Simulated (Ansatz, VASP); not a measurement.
# Ta4O in VASP and in Ansatz

```xyz
5
Lattice="3.2575 0.0000 0.0000 0.0000 3.2575 0.0000 0.0000 0.0000 7.4093" Properties=species:S:1:pos:R:3 pbc="T T T"
Ta    0.0000    0.0000    3.7047
Ta    1.6287    1.6287    5.8027
Ta    1.6287    1.6287    1.6067
Ta    0.0000    0.0000    0.0000
O     1.6287    1.6287    3.7047
```

Alike in both runs: task single point; functional PBE; k mesh 12 × 12 × 6; no spin polarisation.

```csv
,VASP,Ansatz
version,VASP 6.6.1,Ansatz 0.2.0
potentials or method,"VASP PAW PBE potentials, release 64 (Ta_pv, O), cutoff 520 eV","scalar-relativistic, plane waves, PAW"
occupations,"methfessel-paxton of order 1, width 0.2 eV","cold, width 0.2 eV"
valence electrons in the cell,50,58
```

```tsv
	VASP	Ansatz	Ansatz less VASP
gap on the k mesh at the Fermi level (eV)	none	none	-
pressure (GPa)	-0.6	-0.8	-0.23
traceless stress, the component that is largest in VASP (GPa)	-0.22	-0.37	-0.146
rms of the force components (eV/Å)	0.009	0.022	+0.0127
```

Atom by atom the forces differ by 0.013 eV/Å (rms over components). A gap of «none» marks a metal or a gap that the smearing closes. VASP's potentials hold 50 valence electrons a cell and Ansatz's 58, so a difference there can come from the potentials and not from the codes.

Neither program's run includes spin-orbit coupling.
